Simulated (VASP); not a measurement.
# DyW2 (F-43m) in VASP: a series of runs, part 2 of 2

VASP 6.6.1. Earlier steps stand in the parts before.

### Step 3. Single point, PBE

This run uses another cell than the first one, of 23.08 Å³/atom.

Contents of INCAR:

```
SYSTEM = DyW2
  ALGO = Normal
  EDIFF = 1E-6
  ENCUT = 500
  GGA = PE
  GGA_COMPAT = .FALSE.
  ISIF = 2
  ISMEAR = 0
  LASPH = .TRUE.
  LCHARG = .FALSE.
  LMAXMIX = 6
  LREAL = .FALSE.
  LWAVE = .FALSE.
  NBANDS = 26
  NELM = 200
  PREC = Accurate
  SIGMA = 0.1
```

Contents of KPOINTS:

```
k-points
0
G
  4 4 4
  0 0 0
```

Contents of POSCAR:

```
DyW2
1.0
    0.0000000000      3.2591141700      3.2591141700
    3.2591141700      0.0000000000      3.2591141700
    3.2591141700      3.2591141700      0.0000000000
Dy W
1 2
Direct
    0.5000000000      0.5000000000      0.5000000000
    0.0000000000      0.0000000000      0.0000000000
    0.2500000000      0.2500000000      0.2500000000
```

Potentials or basis: VASP PAW PBE potentials, release 64 (Dy_3, W_sv), 4f in core.

Launch:

```bash
cat potpaw_PBE.64/Dy_3/POTCAR potpaw_PBE.64/W_sv/POTCAR > POTCAR
mpirun -np 1 vasp_std > vasp.out
```

OUTCAR:

```text
SYSTEM = DyW2
   EDIFF = 1E-6
   ENCUT = 500
   GGA = PE
   ISIF = 2
   ISMEAR = 0
   LASPH = .TRUE.
   LREAL = .FALSE.
   NELM = 200
   PREC = Accurate

 ion  position               nearest neighbor table
   1  0.500  0.500  0.500-   3 2.82   3 2.82   3 2.82   3 2.82   2 3.26   2 3.26   2 3.26   2 3.26
                             2 3.26   2 3.26
   2  0.000  0.000  0.000-   3 2.82   3 2.82   3 2.82   3 2.82   1 3.26   1 3.26   1 3.26   1 3.26
                             1 3.26   1 3.26
   3  0.250  0.250  0.250-   2 2.82   2 2.82   2 2.82   1 2.82   2 2.82   1 2.82   1 2.82   1 2.82

  LATTYP: Found a face centered cubic cell.
 ALAT       =     6.5182283400

  Lattice vectors:

 A1 = (   0.0000000000,   3.2591141700,   3.2591141700)
 A2 = (   3.2591141700,   0.0000000000,   3.2591141700)
 A3 = (   3.2591141700,   3.2591141700,   0.0000000000)

Analysis of symmetry for initial positions (statically):
=====================================================================
 Subroutine PRICEL returns:
 Original cell was already a primitive cell.

 Routine SETGRP: Setting up the symmetry group for a
 face centered cubic supercell.

 Subroutine GETGRP returns: Found 24 space group operations
 (whereof 24 operations were pure point group operations)
 out of a pool of 48 trial point group operations.

The static configuration has the point symmetry T_d .

Analysis of symmetry for dynamics (positions and initial velocities):
=====================================================================
 Subroutine PRICEL returns:
 Original cell was already a primitive cell.

 Routine SETGRP: Setting up the symmetry group for a
 face centered cubic supercell.

 Subroutine GETGRP returns: Found 24 space group operations
 (whereof 24 operations were pure point group operations)
 out of a pool of 48 trial point group operations.

The dynamic configuration has the point symmetry T_d .

 Subroutine INISYM returns: Found 24 space group operations
 (whereof 24 operations are pure point group operations),
 and found     1 'primitive' translations

----------------------------------------------------------------------------------------

                                     Primitive cell

  volume of cell :      69.2355

  direct lattice vectors                    reciprocal lattice vectors
     0.000000000  3.259114170  3.259114170    -0.153415920  0.153415920  0.153415920
     3.259114170  0.000000000  3.259114170     0.153415920 -0.153415920  0.153415920
     3.259114170  3.259114170  0.000000000     0.153415920  0.153415920 -0.153415920

  length of vectors
     4.609083461  4.609083461  4.609083461     0.265724169  0.265724169  0.265724169

  position of ions in fractional coordinates (direct lattice)
     0.500000000  0.500000000  0.500000000
     0.000000000  0.000000000  0.000000000
     0.250000000  0.250000000  0.250000000

  ion indices of the primitive-cell ions
   primitive index   ion index
                 1           1
                 2           2
                 3           3

----------------------------------------------------------------------------------------

 KPOINTS: k-points

Automatic generation of k-mesh.
 Grid dimensions read from file:
 generate k-points for:    4    4    4

 Generating k-lattice:

  Cartesian coordinates                     Fractional coordinates (reciprocal lattice)
    -0.038353980  0.038353980  0.038353980     0.250000000  0.000000000  0.000000000
     0.038353980 -0.038353980  0.038353980     0.000000000  0.250000000  0.000000000
     0.038353980  0.038353980 -0.038353980     0.000000000  0.000000000  0.250000000

  Length of vectors
     0.066431042  0.066431042  0.066431042

  Shift w.r.t. Gamma in fractional coordinates (k-lattice)
     0.000000000  0.000000000  0.000000000

 Subroutine IBZKPT returns following result:
 ===========================================

 Found      8 irreducible k-points:

 Following reciprocal coordinates:
            Coordinates               Weight
  0.000000  0.000000  0.000000      1.000000
  0.250000  0.000000  0.000000      8.000000
  0.500000  0.000000  0.000000      4.000000
  0.250000  0.250000  0.000000      6.000000
  0.500000  0.250000  0.000000     24.000000
 -0.250000  0.250000  0.000000     12.000000
  0.500000  0.500000  0.000000      3.000000
 -0.250000  0.500000  0.250000      6.000000
   k-points           NKPTS =      8   k-points in BZ     NKDIM =      8   number of bands    NBANDS=     26
   number of dos      NEDOS =    301   number of ions     NIONS =      3
   total plane-waves  NPLWV =  46656
   dimension x,y,z NGX =    36 NGY =   36 NGZ =   36
   dimension x,y,z NGXF=    72 NGYF=   72 NGZF=   72
   ions per type =               1   2
   NGX,Y,Z   is equivalent  to a cutoff of  12.98, 12.98, 12.98 a.u.
   NGXF,Y,Z  is equivalent  to a cutoff of  25.97, 25.97, 25.97 a.u.
 SYSTEM =  DyW2
   PREC   = accura    normal or accurate (medium, high low for compatibility)
   ISTART =      0    job   : 0-new  1-cont  2-samecut
   ICHARG =      2    charge: 1-file 2-atom 10-const
   ISPIN  =      1    spin polarized calculation?
   LNONCOLLINEAR =      F non collinear calculations
   LSORBIT =      F    spin-orbit coupling
   LASPH  =      T    aspherical Exc in radial PAW
   ENCUT  =  500.0 eV  36.75 Ry    6.06 a.u.   8.40  8.40  8.40*2*pi/ulx,y,z
   NELM   =    200;   NELMIN=  2; NELMDL= -5     # of ELM steps
   EDIFF  = 0.1E-05   stopping-criterion for ELM
   LREAL  =      F    real-space projection
   EDIFFG = 0.1E-04   stopping-criterion for IOM
   NSW    =      0    number of steps for IOM
   IBRION =     -1    ionic relax: 0-MD 1-quasi-New 2-CG
   NFREE  =      0    steps in history (QN), initial steepest desc. (CG)
   ISIF   =      2    stress and relaxation
   ISYM   =      2    0-nonsym 1-usesym 2-fastsym
   POTIM  = 0.5000    time-step for ionic-motion
   TEBEG  =    0.0;   TEEND  =   0.0 temperature during run
   PSTRESS=    0.0 pullay stress
   NELECT =      37.0000    total number of electrons
   NUPDOWN=      -1.0000    fix difference up-down
   EMIN   =  10.00;   EMAX   =-10.00  energy-range for DOS
   EFERMI =   0.00;   METHOD = LEGACY
   ISMEAR =     0;   SIGMA  =   0.10  broadening in eV -4-tet -1-fermi 0-gaus
   EFERMI_NEDOS =   21; number of points for ismear=-14 and -15
   IALGO  =     38    algorithm
   IMIX   =      4    mixing-type and parameters
     AMIX     =   0.40;   BMIX     =  1.00
     AMIX_MAG =   1.60;   BMIX_MAG =  1.00
  volume/ion in A,a.u.               =      23.08       155.74
  Fermi-wavevector in a.u.,A,eV,Ry     =   1.328513  2.510526 24.013562  1.764947
  Thomas-Fermi vector in A             =   2.457745
   LORBIT       =      0    0 simple, 1 ext, 2 COOP (PROOUT), +10 PAW based schemes
   GGA     = PE    functional components
   LHFCALC =     F    Hartree Fock is set to
   AEXX    =    0.0000 exact exchange contribution
   IVDW    =     0    specifies the selected vdW correction
   LEPSILON=     F    determine dielectric tensor
   LRPA    =     F    only Hartree local field effects (RPA)
 non-spin polarized calculation
 Gauss-broadening in eV      SIGMA  =   0.10
  energy-cutoff  :      500.00
  volume of cell :       69.24
 maximum number of plane-waves:      1807
 NGX is ok and might be reduce to    36
   NGX = 17   NGY = 17   NGZ = 17

 number of electron      37.0000000 magnetization

 Free energy of the ion-electron system (eV)
  ---------------------------------------------------
  ext. energy  EPLUGINS =         0.00000000
  ---------------------------------------------------
  free energy    TOTEN  =       -27.61549816 eV

  energy without entropy =      -27.60173606  energy(sigma->0) =      -27.60861711

 E-fermi :   5.5605     XC(G=0): -11.2444

 val. band max:        5.4952727916   @ k =   0.2500   0.0000   0.0000
 cond. band min:       5.8561533845   @ k =   0.5000   0.0000   0.0000
 fundamental gap:      0.3608805930
 Fermi energy:         5.5604587455

 k-point     1 :       0.0000    0.0000    0.0000
  band No.  band energies     occupation
      1     -68.0018      2.00000
      2     -67.5112      2.00000
      3     -32.2235      2.00000
      4     -32.2235      2.00000
      5     -32.2235      2.00000
      6     -31.7184      2.00000
[... 18 lines left out ...]
     25      10.4009      0.00000
     26      12.4023      0.00000
[... 180 lines left out ...]
      4     -32.2747      2.00000
      5     -32.1611      2.00000
      6     -31.7898      2.00000
[... 18 lines left out ...]
     25       8.7791      0.00000
     26      10.7227      0.00000

------------------------ aborting loop because EDIFF is reached ----------------------------------------

  FORCE on cell =-STRESS in cart. coord.  units (eV):
  Direction    XX          YY          ZZ          XY          YZ          ZX
  --------------------------------------------------------------------------------------
  -------------------------------------------------------------------------------------
  Total       -2.0143730     -2.0143730     -2.0143730      0.0000000      0.0000000      0.0000000
  in kB      -46.6145785    -46.6145785    -46.6145785      0.0000000      0.0000000      0.0000000
  external PRESSURE =     -46.6145785 kB  Pullay stress =       0.0000000 kB

 VOLUME and BASIS-vectors are now :
 -----------------------------------------------------------------------------
  energy-cutoff  :      500.00
  volume of cell :       69.24
      direct lattice vectors                 reciprocal lattice vectors
     0.000000000  3.259114170  3.259114170    -0.153415920  0.153415920  0.153415920
     3.259114170  0.000000000  3.259114170     0.153415920 -0.153415920  0.153415920
     3.259114170  3.259114170  0.000000000     0.153415920  0.153415920 -0.153415920

 POSITION                                       TOTAL-FORCE (eV/Angst)
 -----------------------------------------------------------------------------------
      3.25911      3.25911      3.25911         0.000000      0.000000     -0.000000
      0.00000      0.00000      0.00000        -0.000000     -0.000000      0.000000
      1.62956      1.62956      1.62956         0.000000      0.000000     -0.000000
 -----------------------------------------------------------------------------------
    total drift:                               -0.000000     -0.000000     -0.000000

  FREE ENERGIE OF THE ION-ELECTRON SYSTEM (eV)
  ---------------------------------------------------
  free  energy   TOTEN  =       -27.6154981592 eV

  energy  without entropy=      -27.6017360613  energy(sigma->0) =      -27.60861711
```

OSZICAR:

```text
N       E                     dE             d eps       ncg     rms          rms(c)
DAV:   1     0.335379842695E+03    0.33538E+03   -0.19115E+04   424   0.144E+03
DAV:   2    -0.933316396059E+01   -0.34471E+03   -0.33833E+03   424   0.464E+02
DAV:   3    -0.282575360476E+02   -0.18924E+02   -0.18132E+02   572   0.930E+01
DAV:   4    -0.290241838891E+02   -0.76665E+00   -0.75812E+00   536   0.176E+01
DAV:   5    -0.290391114665E+02   -0.14928E-01   -0.14878E-01   566   0.197E+00    0.351E+01
DAV:   6    -0.286488234600E+02    0.39029E+00   -0.14988E+01   524   0.205E+01    0.146E+01
DAV:   7    -0.284680184991E+02    0.18080E+00   -0.15373E+01   476   0.164E+01    0.129E+01
DAV:   8    -0.276263920880E+02    0.84163E+00   -0.31748E+00   520   0.924E+00    0.577E+00
DAV:   9    -0.276172439836E+02    0.91481E-02   -0.15939E-01   486   0.256E+00    0.106E+00
DAV:  10    -0.276158537116E+02    0.13903E-02   -0.17117E-02   542   0.101E+00    0.336E-01
DAV:  11    -0.276155126743E+02    0.34104E-03   -0.25285E-03   520   0.443E-01    0.717E-02
DAV:  12    -0.276155009088E+02    0.11766E-04   -0.16381E-04   614   0.866E-02    0.180E-02
DAV:  13    -0.276154989317E+02    0.19771E-05   -0.42852E-05   552   0.509E-02    0.156E-02
DAV:  14    -0.276154981592E+02    0.77245E-06   -0.57399E-06   460   0.204E-02
   1 F= -.27615498E+02 E0= -.27608617E+02  d E =-.137621E-01
```

stdout:

```text
POSCAR found type information on POSCAR DyW
 POSCAR found :  2 types and       3 ions
 scaLAPACK will be used
 LDA part: xc-table for (Slater+PW92), standard interpolation
 POSCAR, INCAR and KPOINTS ok, starting setup
 FFT: planning ... GRIDC
 FFT: planning ... GRID_SOFT
 FFT: planning ... GRID
 WAVECAR not read
 entering main loop
```

Wall time 13 s (1 thread of Intel Xeon 6975P-C (Granite Rapids), shared host); peak memory 0.2 GiB.

Results:

```
Free energy            : -27.6155 eV
Pressure               : -4.7 GPa
Band gap on the k mesh : zero (an odd number of electrons rules out a gap without spin polarisation)
```

Caveat: the k points lie up to 0.42 Å⁻¹ apart, too coarse for converged energies and pressures of a metal; spin-orbit coupling is left out, which moves the levels of the heavy elements; the 4f electrons are frozen in the core, so they carry no moment and show no levels. Spin polarisation is off, so any magnetic state and its effect on volume and gap are missing.

The gap in the log of VASP goes by the Fermi energy; the results here count the filled bands.